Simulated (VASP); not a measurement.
Pb:

```
Pb
1.0
     3.47159    0.00000    0.00000
    -1.73580    3.00649    0.00000
     0.00000    0.00000    5.99739
Pb
2
Cartesian
  0.0000 2.0043 1.4993
  1.7358 1.0022 4.4980
```

This isn't the form of Pb at room conditions, which is fcc.

```yaml
Program: VASP 6.6.1
Task: relaxation of cell and atoms
Functional: PBEsol
Potentials_or_basis: VASP PAW PBE potentials, release 64 (Pb_d)
Cutoff: 600 eV
k_mesh: 12 × 12 × 8
Occupations: gaussian, width 0.1 eV
Spin: no spin polarisation
```

At the start: pressure -1.7 GPa; volume 31.30 Å³/atom.

**Question.** How do energy, volume and symmetry change on relaxing?

**Answer.** Over 6 steps the energy falls by 12.3 meV/atom and the volume is 29.89 Å³/atom (-4.5 %); space group P6_3/mmc (No. 194, to 0.1 Å) before and after.

Step by step:
| step | energy change (eV) | largest force (eV/Å) | pressure (GPa) | volume (Å³) |
| --- | --- | --- | --- | --- |
| 1 | 0.0000 | 0.0000 | -1.72 | 62.60 |
| 2 | -0.0225 | 0.0000 | 0.20 | 59.59 |
| 3 | -0.0225 | 0.0000 | 0.23 | 59.56 |
| 4 | -0.0244 | 0.0000 | 0.07 | 59.71 |
| 5 | -0.0247 | 0.0000 | 0.04 | 59.76 |
| 6 | -0.0247 | 0.0000 | 0.02 | 59.77 |

Final structure:
```
Pb
1.0
     3.45515    0.00000    0.00000
    -1.72758    2.99225    0.00000
     0.00000    0.00000    5.78135
Pb
2
Direct
  0.33333 0.66667 0.25000
  0.66667 0.33333 0.75000
```

Caveat: the PAW data sets were made with another functional, which shifts forces and pressure a little.
